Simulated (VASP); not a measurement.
The system is In.

```
In
1.0
    -1.88253    1.88253    1.88253
     1.88253   -1.88253    1.88253
     1.88253    1.88253   -1.88253
In
1
Direct
  0.00000 0.00000 0.00000
```

| Quantity | Value |
| --- | --- |
| Program | VASP 6.6.1 |
| Task | relaxation of cell and atoms |
| Functional | BLYP |
| Potentials or basis | VASP PAW PBE potentials, release 64 (In_d) |
| Cutoff | 600 eV |
| k mesh | 10 × 10 × 10 |
| Occupations | fermi-dirac, width 0.05 eV |
| Spin | no spin polarisation |

At the start: pressure 6.2 GPa; volume 26.69 Å³/atom.

Question: How do energy, volume and symmetry change on relaxing?

Answer: Over 6 steps the energy falls by 69.6 meV/atom and the volume is 31.36 Å³/atom (+17.5 %); space group Im-3m (No. 229, to 0.05 Å).

The path:
```tsv
step	energy change (eV)	largest force (eV/Å)	pressure (GPa)	volume (Å³)
1	0.0000	0.0000	6.16	26.69
2	-0.0690	0.0000	0.40	30.85
3	-0.0686	0.0000	-0.52	32.08
4	-0.0697	0.0000	0.07	31.37
5	-0.0696	0.0000	-0.12	31.47
6	-0.0696	0.0000	0.01	31.36
```

Final structure:
```
CELL_PARAMETERS angstrom
-1.98664 1.98664 1.98664
1.98664 -1.98664 1.98664
1.98664 1.98664 -1.98664
ATOMIC_POSITIONS crystal
In 0.00000 0.00000 0.00000
```

Caveat: the volume moved by over 15 % at a fixed basis, so the end points are rough; the PAW data sets were made with another functional, which shifts forces and pressure a little.
